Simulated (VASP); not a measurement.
# Lu (I4_1/amd) in VASP: single point with PBE

Aim: the single point of Lu with PBE.

Everything below comes from runs of VASP 6.6.1. Logs are shortened: lines on timing, memory, paths and dates and some standing lists are left out, and cuts for length are marked.

## 1. The cell of the first run

The structure is tetragonal, space group I4_1/amd (No. 141). Conventional cell: a = 6.110 Å, b = 6.110 Å, c = 3.264 Å, α = 90.00°, β = 90.00°, γ = 90.00°. Lu (site symmetry -4m2) has 10 Lu at 3.16 to 3.91 Å within 4.2 Å.

## 2. Single point, PBE (30.46 Å³/atom)

Input file INCAR:

```
  PREC = Accurate
  ENCUT = 520
  EDIFF = 1E-6
  ISMEAR = -1
  SIGMA = 0.05
  LREAL = False
  LASPH = True
  NELM = 100
  ALGO = Normal
  ISIF = 2
  LWAVE = False
  LCHARG = True
  GGA = PE
  LELF = True
  LVHAR = True
  NBANDS = 32
```

Input file KPOINTS:

```
regular mesh
0
Gamma
  15 15 15
```

Input file POSCAR:

```
Lu
1.0
   -3.0550243758      3.0550243758      1.6320536643
    3.0550243758     -3.0550243758      1.6320536643
    3.0550243758      3.0550243758     -1.6320536643
Lu
2
Direct
   -0.3750000000     -0.1250000000     -0.2500000000
    0.3750000000      0.1250000000      0.2500000000
```

Potentials or basis: VASP PAW PBE potentials, release 64 (Lu).

The run is started by

```console
$ cat potpaw_PBE.64/Lu/POTCAR > POTCAR
$ mpirun -np 1 vasp_std > vasp.out
```

OUTCAR:

```text
PREC = Accurate
   ENCUT = 520
   EDIFF = 1E-6
   ISMEAR = -1
   LREAL = False
   LASPH = True
   NELM = 100
   ISIF = 2
   GGA = PE

 ion  position               nearest neighbor table
   1  0.625  0.875  0.750-   2 3.16   2 3.16   2 3.16   2 3.16
   2  0.375  0.125  0.250-   1 3.16   1 3.16   1 3.16   1 3.16

  LATTYP: Found a body centered tetragonal cell.
 ALAT       =     6.1100487516
 C/A-ratio  =     0.5342195228

  Lattice vectors:

 A1 = (  -3.0550243758,   3.0550243758,   1.6320536643)
 A2 = (   3.0550243758,  -3.0550243758,   1.6320536643)
 A3 = (   3.0550243758,   3.0550243758,  -1.6320536643)

Analysis of symmetry for initial positions (statically):
=====================================================================
 Subroutine PRICEL returns:
 Original cell was already a primitive cell.

 Routine SETGRP: Setting up the symmetry group for a
 body centered tetragonal supercell.

 Subroutine GETGRP returns: Found 16 space group operations
 (whereof  4 operations were pure point group operations)
 out of a pool of 16 trial point group operations.

The static configuration has the point symmetry C_2h.
 The point group associated with its full space group is D_4h.

Analysis of symmetry for dynamics (positions and initial velocities):
=====================================================================
 Subroutine PRICEL returns:
 Original cell was already a primitive cell.

 Routine SETGRP: Setting up the symmetry group for a
 body centered tetragonal supercell.

 Subroutine GETGRP returns: Found 16 space group operations
 (whereof  4 operations were pure point group operations)
 out of a pool of 16 trial point group operations.

The dynamic configuration has the point symmetry C_2h.
 The point group associated with its full space group is D_4h.

 Subroutine INISYM returns: Found 16 space group operations
 (whereof  4 operations are pure point group operations),
 and found     1 'primitive' translations

----------------------------------------------------------------------------------------

                                     Primitive cell

  volume of cell :      60.9290

  direct lattice vectors                    reciprocal lattice vectors
    -3.055024376  3.055024376  1.632053664     0.000000000  0.163664815  0.306362475
     3.055024376 -3.055024376  1.632053664     0.163664815  0.000000000  0.306362475
     3.055024376  3.055024376 -1.632053664     0.163664815  0.163664815  0.000000000

  length of vectors
     4.618435562  4.618435562  4.618435562     0.347338650  0.347338650  0.231457001

  position of ions in fractional coordinates (direct lattice)
     0.625000000  0.875000000  0.750000000
     0.375000000  0.125000000  0.250000000

  ion indices of the primitive-cell ions
   primitive index   ion index
                 1           1
                 2           2

----------------------------------------------------------------------------------------

 KPOINTS: regular mesh

Automatic generation of k-mesh.
 Grid dimensions read from file:
 generate k-points for:   15   15   15

 Generating k-lattice:

  Cartesian coordinates                     Fractional coordinates (reciprocal lattice)
     0.000000000  0.010910988  0.020424165     0.066666667  0.000000000 -0.000000000
     0.010910988  0.000000000  0.020424165     0.000000000  0.066666667 -0.000000000
     0.010910988  0.010910988  0.000000000     0.000000000  0.000000000  0.066666667

  Length of vectors
     0.023155910  0.023155910  0.015430467

  Shift w.r.t. Gamma in fractional coordinates (k-lattice)
     0.000000000  0.000000000  0.000000000

 Subroutine IBZKPT returns following result:
 ===========================================

 Found    288 irreducible k-points:

 Following reciprocal coordinates:
            Coordinates               Weight
  0.000000  0.000000  0.000000      1.000000
  0.066667  0.000000  0.000000      8.000000
  0.133333  0.000000  0.000000      8.000000
  0.200000  0.000000 -0.000000      8.000000
  0.266667  0.000000  0.000000      8.000000
  0.333333 -0.000000  0.000000      8.000000
[... 16 lines left out ...]
  0.133333  0.133333 -0.000000      8.000000
  0.200000  0.133333 -0.000000     16.000000
 [... further k-points ...]
   k-points           NKPTS =    288   k-points in BZ     NKDIM =    288   number of bands    NBANDS=     32
   number of dos      NEDOS =    301   number of ions     NIONS =      2
   total plane-waves  NPLWV =  46656
   dimension x,y,z NGX =    36 NGY =   36 NGZ =   36
   dimension x,y,z NGXF=    72 NGYF=   72 NGZF=   72
   ions per type =               2
   NGX,Y,Z   is equivalent  to a cutoff of  12.96, 12.96, 12.96 a.u.
   NGXF,Y,Z  is equivalent  to a cutoff of  25.92, 25.92, 25.92 a.u.
 SYSTEM =  unknown system
   PREC   = accura    normal or accurate (medium, high low for compatibility)
   ISTART =      0    job   : 0-new  1-cont  2-samecut
   ICHARG =      2    charge: 1-file 2-atom 10-const
   ISPIN  =      1    spin polarized calculation?
   LNONCOLLINEAR =      F non collinear calculations
   LSORBIT =      F    spin-orbit coupling
   LASPH  =      T    aspherical Exc in radial PAW
   ENCUT  =  520.0 eV  38.22 Ry    6.18 a.u.   8.59  8.59  8.59*2*pi/ulx,y,z
   NELM   =    100;   NELMIN=  2; NELMDL= -5     # of ELM steps
   EDIFF  = 0.1E-05   stopping-criterion for ELM
   LREAL  =      F    real-space projection
   EDIFFG = 0.1E-04   stopping-criterion for IOM
   NSW    =      0    number of steps for IOM
[... 5 lines left out ...]
   TEBEG  =    0.0;   TEEND  =   0.0 temperature during run
   PSTRESS=    0.0 pullay stress
   NELECT =      50.0000    total number of electrons
   NUPDOWN=      -1.0000    fix difference up-down
   EMIN   =  10.00;   EMAX   =-10.00  energy-range for DOS
   EFERMI =   0.00;   METHOD = LEGACY
   ISMEAR =    -1;   SIGMA  =   0.05  broadening in eV -4-tet -1-fermi 0-gaus
   EFERMI_NEDOS =   21; number of points for ismear=-14 and -15
   IALGO  =     38    algorithm
   IMIX   =      4    mixing-type and parameters
     AMIX     =   0.40;   BMIX     =  1.00
     AMIX_MAG =   1.60;   BMIX_MAG =  1.00
  volume/ion in A,a.u.               =      30.46       205.58
  Fermi-wavevector in a.u.,A,eV,Ry     =   1.532699  2.896381 31.962351  2.349167
  Thomas-Fermi vector in A             =   2.639869
   LORBIT       =      0    0 simple, 1 ext, 2 COOP (PROOUT), +10 PAW based schemes
   GGA     = PE    functional components
   LHFCALC =     F    Hartree Fock is set to
   AEXX    =    0.0000 exact exchange contribution
   IVDW    =     0    specifies the selected vdW correction
   LEPSILON=     F    determine dielectric tensor
   LRPA    =     F    only Hartree local field effects (RPA)
 non-spin polarized calculation
  energy-cutoff  :      520.00
  volume of cell :       60.93
 maximum number of plane-waves:      1667
   NGX = 17   NGY = 17   NGZ = 17

 number of electron      50.0000018 magnetization

 Free energy of the ion-electron system (eV)
  ---------------------------------------------------
  ext. energy  EPLUGINS =         0.00000000
  ---------------------------------------------------
  free energy    TOTEN  =        -8.04129961 eV

  energy without entropy =       -8.01582141  energy(sigma->0) =       -8.02856051

 E-fermi :   1.9940     XC(G=0): -10.4353

 val. band max:        1.9932958052   @ k =  -0.3333   0.0667   0.0000
 cond. band min:       1.9946712721   @ k =   0.2667   0.2667  -0.0000
 fundamental gap:      0.0013754669
 Fermi energy:         1.9939549477

 k-point     1 :       0.0000    0.0000    0.0000
  band No.  band energies     occupation
      1     -54.5563      2.00000
      2     -54.4915      2.00000
      3     -25.4706      2.00000
      4     -25.4706      2.00000
      5     -24.9692      2.00000
      6     -24.9692      2.00000
[... 24 lines left out ...]
     31       6.2188      0.00000
     32       6.3154      0.00000

 k-point     2 :       0.0667    0.0000    0.0000
  band No.  band energies     occupation
      1     -54.5548      2.00000
      2     -54.4912      2.00000
      3     -25.4688      2.00000
      4     -25.4624      2.00000
      5     -24.9780      2.00000
      6     -24.9676      2.00000
[... 24 lines left out ...]
     31       6.1909      0.00000
     32       7.1184      0.00000

 k-point     3 :       0.1333    0.0000    0.0000
  band No.  band energies     occupation
      1     -54.5506      2.00000
      2     -54.4904      2.00000
      3     -25.4636      2.00000
      4     -25.4393      2.00000
      5     -25.0114      2.00000
      6     -24.9676      2.00000
[... 24 lines left out ...]
     31       5.8875      0.00000
     32       7.9890      0.00000

 k-point     4 :       0.2000    0.0000   -0.0000
  band No.  band energies     occupation
      1     -54.5443      2.00000
      2     -54.4894      2.00000
      3     -25.4560      2.00000
      4     -25.4059      2.00000
      5     -25.0807      2.00000
      6     -25.0440      2.00000
[... 24 lines left out ...]
     31       5.4909      0.00000
     32       7.8418      0.00000

 k-point     5 :       0.2667    0.0000    0.0000
  band No.  band energies     occupation
      1     -54.5366      2.00000
      2     -54.4886      2.00000
      3     -25.4471      2.00000
      4     -25.3712      2.00000
      5     -25.1700      2.00000
      6     -25.1222      2.00000
[... 584 lines left out ...]
     31       6.0879      0.00000
     32       7.1020      0.00000

 k-point    22 :      -0.0667    0.0667    0.0000
  band No.  band energies     occupation
      1     -54.5556      2.00000
      2     -54.4922      2.00000
      3     -25.4661      2.00000
      4     -25.4659      2.00000
      5     -24.9792      2.00000
      6     -24.9757      2.00000
[... 24 lines left out ...]
     31       6.2562      0.00000
     32       6.2606      0.00000

 k-point    23 :       0.1333    0.1333   -0.0000
  band No.  band energies     occupation
      1     -54.5389      2.00000
      2     -54.4864      2.00000
      3     -25.4245      2.00000
      4     -25.4205      2.00000
      5     -25.1456      2.00000
      6     -25.1361      2.00000
[... 24 lines left out ...]
     31       4.9180      0.00000
     32       7.7601      0.00000

 k-point    24 :       0.2000    0.1333   -0.0000
  band No.  band energies     occupation
      1     -54.5316      2.00000
      2     -54.4855      2.00000
      3     -25.4199      2.00000
      4     -25.3970      2.00000
      5     -25.2270      2.00000
      6     -25.2112      2.00000
[... 24 lines left out ...]
     31       5.4950      0.00000
     32       7.3910      0.00000

 [... further k-points ...]

------------------------ aborting loop because EDIFF is reached ----------------------------------------

  FORCE on cell =-STRESS in cart. coord.  units (eV):
  Direction    XX          YY          ZZ          XY          YZ          ZX
  --------------------------------------------------------------------------------------
  -------------------------------------------------------------------------------------
  Total        0.0349726      0.0349726      0.0343879      0.0000000      0.0000000      0.0000000
  in kB        0.9196344      0.9196344      0.9042585      0.0000000      0.0000000      0.0000000
  external PRESSURE =       0.9145091 kB  Pullay stress =       0.0000000 kB

 VOLUME and BASIS-vectors are now :
 -----------------------------------------------------------------------------
  energy-cutoff  :      520.00
  volume of cell :       60.93
      direct lattice vectors                 reciprocal lattice vectors
    -3.055024376  3.055024376  1.632053664     0.000000000  0.163664815  0.306362475
     3.055024376 -3.055024376  1.632053664     0.163664815  0.000000000  0.306362475
     3.055024376  3.055024376 -1.632053664     0.163664815  0.163664815  0.000000000

 POSITION                                       TOTAL-FORCE (eV/Angst)
 -----------------------------------------------------------------------------------
      3.05502      1.52751      1.22404        -0.000000      0.000000     -0.000000
      0.00000      1.52751      0.40801         0.000000     -0.000000      0.000000
 -----------------------------------------------------------------------------------
    total drift:                               -0.000000     -0.000000      0.000000

  FREE ENERGIE OF THE ION-ELECTRON SYSTEM (eV)
  ---------------------------------------------------
  free  energy   TOTEN  =        -8.0412996103 eV

  energy  without entropy=       -8.0158214082  energy(sigma->0) =       -8.02856051
```

It took 4.2 min on 1 thread of Intel Xeon 6975P-C (Granite Rapids), shared host; peak memory 0.56 GiB.

What came out:

| Property | Result |
| --- | --- |
| Free energy | -8.0413 eV |
| Pressure | 0.1 GPa |
| Band gap on the k mesh | zero (bands 25 and 26 overlap by 1.35 eV) |

Levels at points of the mesh, in eV from the Fermi level:
| k point | band 22 | band 23 | band 24 | band 25 | band 26 | band 27 | band 28 | band 29 |
| --- | --- | --- | --- | --- | --- | --- | --- | --- |
| (0.00, 0.00, 0.00) | -5.20 | -5.19 | -1.71 | -0.27 | 0.04 | 1.06 | 3.88 | 3.88 |

Caveat: spin-orbit coupling is left out, which moves the levels of the heavy elements.
